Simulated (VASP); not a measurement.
# Zr (P6_3/mmc) in VASP: a series of runs

The runs below take Zr through relaxation of cell and atoms, single point, with r2SCAN.

Everything below comes from runs of VASP 6.6.1. Logs are shortened: lines on timing, memory, paths and dates and some standing lists are left out, and cuts for length are marked.

## Step 1: The cell of the first run

It takes space group P6_3/mmc (No. 194, hexagonal). Conventional cell: a = 3.195 Å, b = 3.195 Å, c = 5.059 Å, α = 90.00°, β = 90.00°, γ = 120.00°. Zr (site symmetry -6m2) has 12 Zr at 3.13 to 3.19 Å within 4.1 Å.

## Step 2: Relaxation of cell and atoms, r2SCAN, target pressure 5.34 GPa, at which the enthalpy is minimised

POSCAR reads:

```
Zr
1.0
    3.1945316754      0.0000000000      0.0000000000
   -1.5972658377      2.7665455841      0.0000000000
    0.0000000000      0.0000000000      5.0587826370
Zr
2
Direct
    0.3333333333      0.6666666667      0.2500000000
    0.6666666667      0.3333333333      0.7500000000
```

INCAR.step1 reads:

```
  PREC = Accurate
  ENCUT = 600
  ISMEAR = -1
  SIGMA = 0.1
  LREAL = F
  LASPH = T
  NELM = 60
  GGA = PE
  ALGO = Normal
  EDIFF = 1E-4
  LWAVE = T
  LCHARG = F
```

INCAR.step2 reads:

```
  PREC = Accurate
  ENCUT = 600
  EDIFF = 1E-7
  ISMEAR = -1
  SIGMA = 0.1
  LREAL = F
  LASPH = T
  NELM = 60
  ALGO = Normal
  ISIF = 3
  LWAVE = F
  LCHARG = F
  METAGGA = R2SCAN
  LMIXTAU = T
  IBRION = 2
  NSW = 80
  EDIFFG = -0.002
  PSTRESS = 53.4
  ISTART = 1
```

KPOINTS reads:

```
Automatic mesh
0
Gamma
  15 15 8
```

Potentials or basis: VASP PAW PBE potentials, release 64 (Zr_sv).

On the command line:

```sh
cat potpaw_PBE.64/Zr_sv/POTCAR > POTCAR
cp INCAR.step1 INCAR
mpirun -np 1 vasp_std > vasp.out
cp INCAR.step2 INCAR
mpirun -np 1 vasp_std > vasp.out
```

OUTCAR:

```text
PREC = Accurate
   ENCUT = 600
   EDIFF = 1E-7
   ISMEAR = -1
   LREAL = F
   LASPH = T
   NELM = 60
   ISIF = 3
   METAGGA = R2SCAN
   IBRION = 2
   NSW = 80
   EDIFFG = -0.002
   PSTRESS = 53.4
   ISTART = 1

 ion  position               nearest neighbor table
   1  0.333  0.667  0.250-   2 3.13   2 3.13   2 3.13   2 3.13   2 3.13   2 3.13
   2  0.667  0.333  0.750-   1 3.13   1 3.13   1 3.13   1 3.13   1 3.13   1 3.13

  LATTYP: Found a hexagonal cell.
 ALAT       =     3.1945316754
 C/A-ratio  =     1.5835756696

  Lattice vectors:

 A1 = (   3.1945316754,   0.0000000000,   0.0000000000)
 A2 = (  -1.5972658377,   2.7665455841,   0.0000000000)
 A3 = (   0.0000000000,   0.0000000000,   5.0587826370)

Analysis of symmetry for initial positions (statically):
=====================================================================
 Subroutine PRICEL returns:
 Original cell was already a primitive cell.

 Routine SETGRP: Setting up the symmetry group for a
 hexagonal supercell.

 Subroutine GETGRP returns: Found 24 space group operations
 (whereof 12 operations were pure point group operations)
 out of a pool of 24 trial point group operations.

The static configuration has the point symmetry D_3d.
 The point group associated with its full space group is D_6h.

Analysis of symmetry for dynamics (positions and initial velocities):
=====================================================================
 Subroutine PRICEL returns:
 Original cell was already a primitive cell.

 Routine SETGRP: Setting up the symmetry group for a
 hexagonal supercell.

 Subroutine GETGRP returns: Found 24 space group operations
 (whereof 12 operations were pure point group operations)
 out of a pool of 24 trial point group operations.

The dynamic configuration has the point symmetry D_3d.
 The point group associated with its full space group is D_6h.

 Subroutine INISYM returns: Found 24 space group operations
 (whereof 12 operations are pure point group operations),
 and found     1 'primitive' translations

----------------------------------------------------------------------------------------

                                     Primitive cell

  volume of cell :      44.7086

  direct lattice vectors                    reciprocal lattice vectors
     3.194531675  0.000000000  0.000000000     0.313034930  0.180730801  0.000000000
    -1.597265838  2.766545584  0.000000000     0.000000000  0.361461602  0.000000000
     0.000000000  0.000000000  5.058782637     0.000000000  0.000000000  0.197676016

  length of vectors
     3.194531675  3.194531675  5.058782637     0.361461602  0.361461602  0.197676016

  position of ions in fractional coordinates (direct lattice)
     0.333333333  0.666666667  0.250000000
     0.666666667  0.333333333  0.750000000

  ion indices of the primitive-cell ions
   primitive index   ion index
                 1           1
                 2           2

----------------------------------------------------------------------------------------

 KPOINTS: Automatic mesh

Automatic generation of k-mesh.
 Grid dimensions read from file:
 generate k-points for:   15   15    8

 Generating k-lattice:

  Cartesian coordinates                     Fractional coordinates (reciprocal lattice)
     0.020868995  0.012048720  0.000000000     0.066666667  0.000000000  0.000000000
     0.000000000  0.024097440  0.000000000     0.000000000  0.066666667  0.000000000
     0.000000000  0.000000000  0.024709502     0.000000000  0.000000000  0.125000000

  Length of vectors
     0.024097440  0.024097440  0.024709502

  Shift w.r.t. Gamma in fractional coordinates (k-lattice)
     0.000000000  0.000000000  0.000000000

 Subroutine IBZKPT returns following result:
 ===========================================

 Found    135 irreducible k-points:

 Following reciprocal coordinates:
            Coordinates               Weight
  0.000000  0.000000  0.000000      1.000000
  0.066667 -0.000000  0.000000      6.000000
  0.133333  0.000000  0.000000      6.000000
  0.200000  0.000000  0.000000      6.000000
  0.266667  0.000000  0.000000      6.000000
  0.333333  0.000000  0.000000      6.000000
[... 16 lines left out ...]
  0.333333  0.200000  0.000000     12.000000
  0.400000  0.200000  0.000000      6.000000
 [... further k-points ...]
   k-points           NKPTS =    135   k-points in BZ     NKDIM =    135   number of bands    NBANDS=     16
   number of dos      NEDOS =    301   number of ions     NIONS =      2
   total plane-waves  NPLWV =  31360
   dimension x,y,z NGX =    28 NGY =   28 NGZ =   40
   dimension x,y,z NGXF=    56 NGYF=   56 NGZF=   80
   ions per type =               2
   NGX,Y,Z   is equivalent  to a cutoff of  14.57, 14.57, 13.15 a.u.
   NGXF,Y,Z  is equivalent  to a cutoff of  29.14, 29.14, 26.29 a.u.
 SYSTEM =  unknown system
   PREC   = accura    normal or accurate (medium, high low for compatibility)
   ISTART =      1    job   : 0-new  1-cont  2-samecut
   ICHARG =      0    charge: 1-file 2-atom 10-const
   ISPIN  =      1    spin polarized calculation?
   LNONCOLLINEAR =      F non collinear calculations
   LSORBIT =      F    spin-orbit coupling
   LASPH  =      T    aspherical Exc in radial PAW
   ENCUT  =  600.0 eV  44.10 Ry    6.64 a.u.   6.38  6.38 10.10*2*pi/ulx,y,z
   NELM   =     60;   NELMIN=  2; NELMDL=  0     # of ELM steps
   EDIFF  = 0.1E-06   stopping-criterion for ELM
   LREAL  =      F    real-space projection
   EDIFFG = -.2E-02   stopping-criterion for IOM
   NSW    =     80    number of steps for IOM
   IBRION =      2    ionic relax: 0-MD 1-quasi-New 2-CG
   NFREE  =      1    steps in history (QN), initial steepest desc. (CG)
   ISIF   =      3    stress and relaxation
   ISYM   =      2    0-nonsym 1-usesym 2-fastsym
   POTIM  = 0.5000    time-step for ionic-motion
   TEBEG  =    0.0;   TEEND  =   0.0 temperature during run
   PSTRESS=   53.4 pullay stress
   NELECT =      24.0000    total number of electrons
   NUPDOWN=      -1.0000    fix difference up-down
   EMIN   =  10.00;   EMAX   =-10.00  energy-range for DOS
   EFERMI =   0.00;   METHOD = LEGACY
   ISMEAR =    -1;   SIGMA  =   0.10  broadening in eV -4-tet -1-fermi 0-gaus
   EFERMI_NEDOS =   21; number of points for ismear=-14 and -15
   IALGO  =     38    algorithm
   IMIX   =      4    mixing-type and parameters
     AMIX     =   0.40;   BMIX     =  1.00
     AMIX_MAG =   1.60;   BMIX_MAG =  1.00
  volume/ion in A,a.u.               =      22.35       150.85
  Fermi-wavevector in a.u.,A,eV,Ry     =   1.330500  2.514281 24.085447  1.770230
  Thomas-Fermi vector in A             =   2.459582
   LORBIT       =      0    0 simple, 1 ext, 2 COOP (PROOUT), +10 PAW based schemes
   METAGGA = R2SCAN    functional components
   LHFCALC =     F    Hartree Fock is set to
   AEXX    =    0.0000 exact exchange contribution
   IVDW    =     0    specifies the selected vdW correction
   LEPSILON=     F    determine dielectric tensor
   LRPA    =     F    only Hartree local field effects (RPA)
 conjugate gradient relaxation of ions
 non-spin polarized calculation
  energy-cutoff  :      600.00
  volume of cell :       44.71
 maximum number of plane-waves:      1513
 NGX is ok and might be reduce to    28
   NGX = 13   NGY = 13   NGZ = 21

--------------------------------------- Ionic step        1  -------------------------------------------

 number of electron      24.0000000 magnetization

 Free energy of the ion-electron system (eV)
  ---------------------------------------------------
  ext. energy  EPLUGINS =         0.00000000
  ---------------------------------------------------
  free energy    TOTEN  =       -45.48954891 eV

  energy without entropy =      -45.43293197  energy(sigma->0) =      -45.46124044

------------------------ aborting loop because EDIFF is reached ----------------------------------------

  FORCE on cell =-STRESS in cart. coord.  units (eV):
  Direction    XX          YY          ZZ          XY          YZ          ZX
  --------------------------------------------------------------------------------------
  -------------------------------------------------------------------------------------
  Total        1.3851331      1.3851331      1.5901856      0.0000000      0.0000000      0.0000000
  in kB       49.6376307     49.6376307     56.9858913      0.0000000      0.0000000      0.0000000
  external PRESSURE =      -1.3129491 kB  Pullay stress =      53.4000000 kB
[... 137 lines left out ...]
  enthalpy is  TOTEN    =       -43.9998712944 eV   P V=        1.4899302574

--------------------------------------- Ionic step        5  -------------------------------------------

 number of electron      24.0000000 magnetization

 Free energy of the ion-electron system (eV)
  ---------------------------------------------------
  ext. energy  EPLUGINS =         0.00000000
  ---------------------------------------------------
  free energy    TOTEN  =       -45.48783641 eV

  energy without entropy =      -45.43077153  energy(sigma->0) =      -45.45930397

 E-fermi :   9.5026     XC(G=0): -12.1629

 val. band max:        9.4860526807   @ k =   0.3333   0.3333   0.3750
 cond. band min:       9.5254429575   @ k =   0.2667   0.2000   0.3750
 fundamental gap:      0.0393902768
 Fermi energy:         9.5025969988

 k-point     1 :       0.0000    0.0000    0.0000
  band No.  band energies     occupation
      1     -40.9485      2.00000
      2     -40.7509      2.00000
      3     -18.8901      2.00000
      4     -17.8442      2.00000
      5     -17.8442      2.00000
      6     -17.6825      2.00000
[... 8 lines left out ...]
     15      11.2924      0.00000
     16      11.2924      0.00000
[... 420 lines left out ...]
  band No.  band energies     occupation
      1     -40.7524      2.00000
      2     -40.7124      2.00000
      3     -18.6014      2.00000
      4     -18.4015      2.00000
      5     -18.2843      2.00000
      6     -18.2520      2.00000
[... 8 lines left out ...]
     15      11.3699      0.00000
     16      14.1703      0.00000

 [... further k-points ...]

------------------------ aborting loop because EDIFF is reached ----------------------------------------

  FORCE on cell =-STRESS in cart. coord.  units (eV):
  Direction    XX          YY          ZZ          XY          YZ          ZX
  --------------------------------------------------------------------------------------
  -------------------------------------------------------------------------------------
  Total        1.4870226      1.4870226      1.4866398      0.0000000      0.0000000      0.0000000
  in kB       53.3676775     53.3676775     53.3539425      0.0000000      0.0000000      0.0000000
  external PRESSURE =      -0.0369008 kB  Pullay stress =      53.4000000 kB
[... 17 lines left out ...]
  FREE ENERGIE OF THE ION-ELECTRON SYSTEM (eV)
  ---------------------------------------------------
  free  energy   TOTEN  =       -45.4878364125 eV

  energy  without entropy=      -45.4307715284  energy(sigma->0) =      -45.45930397

  enthalpy is  TOTEN    =       -43.9999132300 eV   P V=        1.4879231825

 reached required accuracy - stopping structural energy minimisation
```

Run time: 18 min. Hardware: 1 thread of Intel Xeon 6975P-C (Granite Rapids), shared host; peak memory 0.25 GiB.

Results:

```
Free energy                                                : -45.4878 eV
Relaxed volume                                             : 22.32 Å³/atom
Relaxed cell                                               : a = 3.186 Å, b = 3.186 Å, c = 5.079 Å, α = 90.00°, β = 90.00°, γ = 120.00°
Space group after relaxing (to 0.1 Å)                      : P6_3/mmc (No. 194)
Energy change on relaxing (the run minimises the enthalpy) : +0.9 meV/atom
Ionic steps                                                : 5
Pressure after relaxing                                    : 5.3 GPa
Band gap on the k mesh                                     : zero (bands 12 and 13 overlap by 1.32 eV)
```

The path:
| step | energy change (eV) | largest force (eV/Å) | pressure (GPa) | volume (Å³) |
| --- | --- | --- | --- | --- |
| 1 | 0.0000 | 0.0000 | 5.21 | 44.71 |
| 2 | 0.0035 | 0.0000 | 5.48 | 44.59 |
| 3 | 0.0040 | 0.0000 | 5.51 | 44.57 |
| 4 | -0.0003 | 0.0000 | 5.18 | 44.70 |
| 5 | 0.0017 | 0.0000 | 5.34 | 44.64 |

Final structure:
```cif
data_structure
_symmetry_space_group_name_H-M 'P 1'
_symmetry_Int_Tables_number 1
_cell_length_a 3.1858
_cell_length_b 3.1858
_cell_length_c 5.0791
_cell_angle_alpha 90.000
_cell_angle_beta 90.000
_cell_angle_gamma 120.000
_cell_volume 44.64
loop_
_atom_site_label
_atom_site_type_symbol
_atom_site_fract_x
_atom_site_fract_y
_atom_site_fract_z
_atom_site_occupancy
Zr1 Zr 0.33333 0.66667 0.25000 1
Zr2 Zr 0.66667 0.33333 0.75000 1
```

Caveat: the cell is relaxed towards a set pressure, so the run minimises the enthalpy, not the energy; the PAW data sets were made with another functional, which shifts forces and pressure a little.

[end of part 1 of 2]
